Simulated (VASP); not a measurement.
KF (Carobbiite): relaxation of cell and atoms with r2SCAN

Crystal: KF (Carobbiite).

```
CELL_PARAMETERS angstrom
0.00000 2.70937 2.70937
2.70937 0.00000 2.70937
2.70937 2.70937 0.00000
ATOMIC_POSITIONS crystal
K 0.00000 0.00000 0.00000
F 0.50000 0.50000 0.50000
```

```json
{
  "Program": "VASP 6.6.1",
  "Task": "relaxation of cell and atoms",
  "Functional": "r2SCAN",
  "Potentials or basis": "VASP PAW PBE potentials, release 64 (K_sv, F)",
  "Cutoff": "600 eV",
  "k mesh": "8 × 8 × 8",
  "Occupations": "fermi-dirac, width 0.02 eV",
  "Spin": "no spin polarisation",
  "Dipole correction": "no",
  "Further INCAR settings": "ALGO = Normal; EDIFF = 1e-07; IBRION = 2; EDIFFG = -0.005; NSW = 80; ISIF = 3"
}
```

```
Relaxed volume                         : 18.77 Å³/atom
Relaxed cell                           : a = 3.758 Å, b = 3.758 Å, c = 3.758 Å, α = 60.00°, β = 60.00°, γ = 60.00°
Space group after relaxing (to 0.05 Å) : Fm-3m (No. 225)
Energy gained by relaxing              : 6.7 meV/atom
Ionic steps                            : 4
Pressure after relaxing                : 0.0 GPa
Band gap on the k mesh                 : 6.92 eV, direct
```

The path:
```tsv
step	energy change (eV)	largest force (eV/Å)	pressure (GPa)	volume (Å³)
1	0.0000	0.0000	-1.80	39.78
2	-0.0107	0.0000	-0.86	38.51
3	-0.0133	0.0000	-0.05	37.59
4	-0.0133	0.0000	0.00	37.53
```

Final structure:
```cif
data_structure
_symmetry_space_group_name_H-M 'P 1'
_symmetry_Int_Tables_number 1
_cell_length_a 3.7582
_cell_length_b 3.7582
_cell_length_c 3.7582
_cell_angle_alpha 60.000
_cell_angle_beta 60.000
_cell_angle_gamma 60.000
_cell_volume 37.53
loop_
_atom_site_label
_atom_site_type_symbol
_atom_site_fract_x
_atom_site_fract_y
_atom_site_fract_z
_atom_site_occupancy
K1 K 0.00000 0.00000 0.00000 1
F1 F 0.50000 0.50000 0.50000 1
```

Levels at points of the mesh, in eV from the valence-band top:
```tsv
k point	band 5	band 6	band 7	band 8	band 9	band 10	band 11	band 12
(0.00, 0.00, 0.00)	-9.55	0.00	0.00	0.00	6.92	11.50	11.50	11.50
(0.50, 0.00, 0.00)	-9.58	-0.78	-0.35	-0.35	9.75	11.37	13.00	13.00
(0.50, 0.50, 0.00)	-9.77	-0.20	-0.05	-0.05	8.78	11.32	12.56	14.72
```

Wall time 100 s on 1 thread of Intel(R) Xeon(R) 6975P-C (Granite Rapids), on a shared host, peak memory 0.2 GiB.

Caveat: the PAW data sets were made with another functional, which shifts forces and pressure a little. r2SCAN opens gaps a little over a GGA but as a rule still falls short of measured ones.
